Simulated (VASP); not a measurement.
# Al (P-1) in VASP: further runs

Aim: see how the results for Al move with the level of theory and the settings. Levels: PBEsol, r2SCAN. Tasks: single point.

All numbers are computed with VASP 6.6.1; they aren't measurements. Logs are shortened: lines on timing, memory, paths and dates and some standing lists are left out, and cuts for length are marked.

**1. The cell of the first run**

The typed cell holds 1 atom: a = 2.839 Å, b = 2.840 Å, c = 2.869 Å, α = 60.19°, β = 62.21°, γ = 59.49°.

**2. Single point, PBEsol**

Input file INCAR:

```
ALGO = Normal
EDIFF = 1E-6
ENCUT = 500
GGA = PS
GGA_COMPAT = F
ISIF = 2
ISMEAR = -1
LASPH = T
LCHARG = T
LELF = T
LREAL = F
LVHAR = T
LWAVE = F
NBANDS = 8
NELM = 120
PREC = Accurate
SIGMA = 0.05
```

Input file KPOINTS:

```
k-points
0
Gamma
  6 7 6
```

Input file POSCAR:

```
Al
1.0
   -0.0204552100      1.9706540500      2.0438328400
    2.0026569100      0.0099662700      2.0134113600
    2.0592944800      1.9968701300     -0.0466712900
Al
1
Direct
    0.0000000000      0.0000000000      0.0000000000
```

Potentials or basis: VASP PAW PBE potentials, release 64 (Al).

The run is started by

```bash
> cat potpaw_PBE.64/Al/POTCAR > POTCAR
> mpirun -np 1 vasp_std > vasp.out
```

OUTCAR:

```text
EDIFF = 1E-6
   ENCUT = 500
   GGA = PS
   ISIF = 2
   ISMEAR = -1
   LASPH = T
   LREAL = F
   NELM = 120
   PREC = Accurate

 ion  position               nearest neighbor table
   1  0.000  0.000  0.000-

  LATTYP: Found a triclinic cell.
 ALAT       =     4.8932994550
 B/A-ratio  =     0.9921520640
 C/A-ratio  =     1.5454074236
 COS(alpha) =     0.0035236391
 COS(beta)  =     0.5577824530
 COS(gamma) =     0.8268074114

  Lattice vectors:

 A1 = (  -4.0257690300,   1.9507215100,  -1.9829898800)
 A2 = (  -1.9664745500,   3.9475916400,  -2.0296611700)
 A3 = (  -6.1212458700,  -4.0037065300,  -1.9200687800)

Analysis of symmetry for initial positions (statically):
=====================================================================
 Subroutine PRICEL returns:
 Original cell was already a primitive cell.

 Routine SETGRP: Setting up the symmetry group for a
 triclinic supercell.

 Subroutine GETGRP returns: Found  2 space group operations
 (whereof  2 operations were pure point group operations)
 out of a pool of  2 trial point group operations.

The static configuration has the point symmetry S_2 .

Analysis of symmetry for dynamics (positions and initial velocities):
=====================================================================
 Subroutine PRICEL returns:
 Original cell was already a primitive cell.

 Routine SETGRP: Setting up the symmetry group for a
 triclinic supercell.

 Subroutine GETGRP returns: Found  2 space group operations
 (whereof  2 operations were pure point group operations)
 out of a pool of  2 trial point group operations.

The dynamic configuration has the point symmetry S_2 .

 Subroutine INISYM returns: Found  2 space group operations
 (whereof  2 operations are pure point group operations),
 and found     1 'primitive' translations

----------------------------------------------------------------------------------------

                                     Primitive cell

  volume of cell :      16.5686

  direct lattice vectors                    reciprocal lattice vectors
    -0.020455210  1.970654050  2.043832840    -0.242686930  0.255885821  0.240124020
     2.002656910  0.009966270  2.013411360     0.251876327 -0.253968071  0.247395668
     2.059294480  1.996870130 -0.046671290     0.238243693  0.249524832 -0.238206270

  length of vectors
     2.839216173  2.839816778  2.868860798     0.426654479  0.434909280  0.419243278

  position of ions in fractional coordinates (direct lattice)
     0.000000000  0.000000000  0.000000000

  ion indices of the primitive-cell ions
   primitive index   ion index
                 1           1

----------------------------------------------------------------------------------------

 KPOINTS: k-points

Automatic generation of k-mesh.
 Grid dimensions read from file:
 generate k-points for:    6    7    6

 Generating k-lattice:

  Cartesian coordinates                     Fractional coordinates (reciprocal lattice)
    -0.040447822  0.042647637  0.040020670     0.166666667  0.000000000 -0.000000000
     0.035982332 -0.036281153  0.035342238     0.000000000  0.142857143 -0.000000000
     0.039707282  0.041587472 -0.039701045     0.000000000  0.000000000  0.166666667

  Length of vectors
     0.071109080  0.062129897  0.069873880

  Shift w.r.t. Gamma in fractional coordinates (k-lattice)
     0.000000000  0.000000000  0.000000000

 Subroutine IBZKPT returns following result:
 ===========================================

 Found    128 irreducible k-points:

 Following reciprocal coordinates:
            Coordinates               Weight
  0.000000  0.000000  0.000000      1.000000
  0.166667 -0.000000 -0.000000      2.000000
  0.333333  0.000000  0.000000      2.000000
  0.500000  0.000000 -0.000000      1.000000
  0.000000  0.142857  0.000000      2.000000
  0.166667  0.142857  0.000000      2.000000
[... 16 lines left out ...]
 -0.000000 -0.000000  0.166667      2.000000
  0.166667 -0.000000  0.166667      2.000000
 [... further k-points ...]
   k-points           NKPTS =    128   k-points in BZ     NKDIM =    128   number of bands    NBANDS=      8
   number of dos      NEDOS =    301   number of ions     NIONS =      1
   total plane-waves  NPLWV =  13824
   dimension x,y,z NGX =    24 NGY =   24 NGZ =   24
   dimension x,y,z NGXF=    48 NGYF=   48 NGZF=   48
   ions per type =               1
   NGX,Y,Z   is equivalent  to a cutoff of  14.05, 14.05, 13.91 a.u.
   NGXF,Y,Z  is equivalent  to a cutoff of  28.11, 28.10, 27.82 a.u.
 SYSTEM =  unknown system
   PREC   = accura    normal or accurate (medium, high low for compatibility)
   ISTART =      0    job   : 0-new  1-cont  2-samecut
   ICHARG =      2    charge: 1-file 2-atom 10-const
   ISPIN  =      1    spin polarized calculation?
   LNONCOLLINEAR =      F non collinear calculations
   LSORBIT =      F    spin-orbit coupling
   LASPH  =      T    aspherical Exc in radial PAW
   ENCUT  =  500.0 eV  36.75 Ry    6.06 a.u.   5.18  5.18  5.23*2*pi/ulx,y,z
   NELM   =    120;   NELMIN=  2; NELMDL= -5     # of ELM steps
   EDIFF  = 0.1E-05   stopping-criterion for ELM
   LREAL  =      F    real-space projection
   EDIFFG = 0.1E-04   stopping-criterion for IOM
   NSW    =      0    number of steps for IOM
   IBRION =     -1    ionic relax: 0-MD 1-quasi-New 2-CG
   NFREE  =      0    steps in history (QN), initial steepest desc. (CG)
   ISIF   =      2    stress and relaxation
   ISYM   =      2    0-nonsym 1-usesym 2-fastsym
   POTIM  = 0.5000    time-step for ionic-motion
   TEBEG  =    0.0;   TEEND  =   0.0 temperature during run
   PSTRESS=    0.0 pullay stress
   NELECT =       3.0000    total number of electrons
   NUPDOWN=      -1.0000    fix difference up-down
   EMIN   =  10.00;   EMAX   =-10.00  energy-range for DOS
   EFERMI =   0.00;   METHOD = LEGACY
   ISMEAR =    -1;   SIGMA  =   0.05  broadening in eV -4-tet -1-fermi 0-gaus
   EFERMI_NEDOS =   21; number of points for ismear=-14 and -15
   IALGO  =     38    algorithm
   IMIX   =      4    mixing-type and parameters
     AMIX     =   0.40;   BMIX     =  1.00
     AMIX_MAG =   1.60;   BMIX_MAG =  1.00
  volume/ion in A,a.u.               =      16.57       111.81
  Fermi-wavevector in a.u.,A,eV,Ry     =   0.926161  1.750191 11.670728  0.857774
  Thomas-Fermi vector in A             =   2.052094
   LORBIT       =      0    0 simple, 1 ext, 2 COOP (PROOUT), +10 PAW based schemes
   GGA     = PS    functional components
   LHFCALC =     F    Hartree Fock is set to
   AEXX    =    0.0000 exact exchange contribution
   IVDW    =     0    specifies the selected vdW correction
   LEPSILON=     F    determine dielectric tensor
   LRPA    =     F    only Hartree local field effects (RPA)
 non-spin polarized calculation
  energy-cutoff  :      500.00
  volume of cell :       16.57
 maximum number of plane-waves:       434
 NGX is ok and might be reduce to    24
   NGX = 11   NGY = 11   NGZ = 11

 number of electron       3.0000000 magnetization

 Free energy of the ion-electron system (eV)
  ---------------------------------------------------
  ext. energy  EPLUGINS =         0.00000000
  ---------------------------------------------------
  free energy    TOTEN  =        -4.08979030 eV

  energy without entropy =       -4.08671958  energy(sigma->0) =       -4.08825494

 E-fermi :   7.9596     XC(G=0): -10.2422

 val. band max:        7.9378710670   @ k =  -0.0000   0.0000   0.3333
 cond. band min:       7.9914291793   @ k =   0.0000   0.4286   0.1667
 fundamental gap:      0.0535581123
 Fermi energy:         7.9596463482

 k-point     1 :       0.0000    0.0000    0.0000
  band No.  band energies     occupation
      1      -3.1968      2.00000
      2      19.7158      0.00000
      3      20.7245      0.00000
      4      21.0154      0.00000
      5      21.1075      0.00000
      6      21.9510      0.00000
      7      22.6103      0.00000
      8      24.5894      0.00000

 k-point     2 :       0.1667   -0.0000   -0.0000
  band No.  band energies     occupation
      1      -2.4504      2.00000
      2      14.4036      0.00000
      3      18.9622      0.00000
      4      19.5941      0.00000
      5      22.4256      0.00000
      6      23.5276      0.00000
      7      23.7314      0.00000
      8      25.1709      0.00000

 k-point     3 :       0.3333    0.0000    0.0000
  band No.  band energies     occupation
      1      -0.2347      2.00000
      2       8.3220      0.00142
      3      18.6043      0.00000
      4      18.8360      0.00000
      5      21.0247      0.00000
      6      21.4970      0.00000
      7      22.2769      0.00000
      8      25.2872      0.00000

 k-point     4 :       0.5000    0.0000   -0.0000
  band No.  band energies     occupation
      1       3.3011      2.00000
      2       3.4754      2.00000
      3      19.1646      0.00000
      4      19.3407      0.00000
      5      19.4542      0.00000
      6      19.5774      0.00000
      7      23.0942      0.00000
      8      23.1944      0.00000

 k-point     5 :       0.0000    0.1429    0.0000
  band No.  band energies     occupation
      1      -2.6266      2.00000
      2      16.0196      0.00000
      3      18.5644      0.00000
      4      19.5120      0.00000
      5      22.3114      0.00000
      6      23.2190      0.00000
      7      24.0579      0.00000
      8      24.5570      0.00000
[... 177 lines left out ...]
 k-point    22 :      -0.1667    0.4286   -0.0000
  band No.  band energies     occupation
      1       3.8749      2.00000
      2       4.6512      2.00000
      3      12.9260      0.00000
      4      16.3284      0.00000
      5      18.5126      0.00000
      6      22.6731      0.00000
      7      26.0497      0.00000
      8      27.9905      0.00000

 k-point    23 :      -0.0000   -0.0000    0.1667
  band No.  band energies     occupation
      1      -2.4763      2.00000
      2      13.8451      0.00000
      3      19.5295      0.00000
      4      19.7660      0.00000
      5      22.7182      0.00000
      6      23.6437      0.00000
      7      23.9244      0.00000
      8      25.4360      0.00000

 k-point    24 :       0.1667   -0.0000    0.1667
  band No.  band energies     occupation
      1      -2.1506      2.00000
      2      15.9547      0.00000
      3      16.9427      0.00000
      4      17.2957      0.00000
      5      20.0233      0.00000
      6      21.3044      0.00000
      7      26.5505      0.00000
      8      27.4929      0.00000

 [... further k-points ...]

------------------------ aborting loop because EDIFF is reached ----------------------------------------

  FORCE on cell =-STRESS in cart. coord.  units (eV):
  Direction    XX          YY          ZZ          XY          YZ          ZX
  --------------------------------------------------------------------------------------
  -------------------------------------------------------------------------------------
  Total       -0.3600464      0.0141603     -0.2168619      0.0567167     -0.0169303      0.3708211
  in kB      -34.8163205      1.3692898    -20.9704469      5.4844785     -1.6371477     35.8582248
  external PRESSURE =     -18.1391592 kB  Pullay stress =       0.0000000 kB

 VOLUME and BASIS-vectors are now :
 -----------------------------------------------------------------------------
  energy-cutoff  :      500.00
  volume of cell :       16.57
      direct lattice vectors                 reciprocal lattice vectors
    -0.020455210  1.970654050  2.043832840    -0.242686930  0.255885821  0.240124020
     2.002656910  0.009966270  2.013411360     0.251876327 -0.253968071  0.247395668
     2.059294480  1.996870130 -0.046671290     0.238243693  0.249524832 -0.238206270

 POSITION                                       TOTAL-FORCE (eV/Angst)
 -----------------------------------------------------------------------------------
      0.00000      0.00000      0.00000         0.000000      0.000000      0.000000
 -----------------------------------------------------------------------------------
    total drift:                                0.000000     -0.000000     -0.000000

  FREE ENERGIE OF THE ION-ELECTRON SYSTEM (eV)
  ---------------------------------------------------
  free  energy   TOTEN  =        -4.0897902963 eV

  energy  without entropy=       -4.0867195784  energy(sigma->0) =       -4.08825494
```

Wall time 28 s (1 thread of AMD EPYC 9R45, shared host); peak memory 0.11 GiB.

Results:

- Free energy: -4.0898 eV
- Pressure: -1.8 GPa

Stress tensor (GPa, compression positive):
```
-3.48  0.55  3.59
 0.55  0.14 -0.16
 3.59 -0.16 -2.10
```

Levels at points of the mesh, in eV from the Fermi level:
```
           k point  band 1  band 2  band 3  band 4
(0.00, 0.00, 0.00)  -11.16   11.76   12.76   13.06
(0.50, 0.00, 0.00)   -4.66   -4.48   11.20   11.38
(0.00, 0.00, 0.50)   -4.80   -4.79   11.49   11.50
(0.50, 0.00, 0.50)   -2.63   -1.20    4.47    4.86
```

Caveat: the k points lie up to 0.45 Å⁻¹ apart; the PAW data sets were made with another functional, which shifts forces and pressure a little.

(Continued in part 2 of 2.)
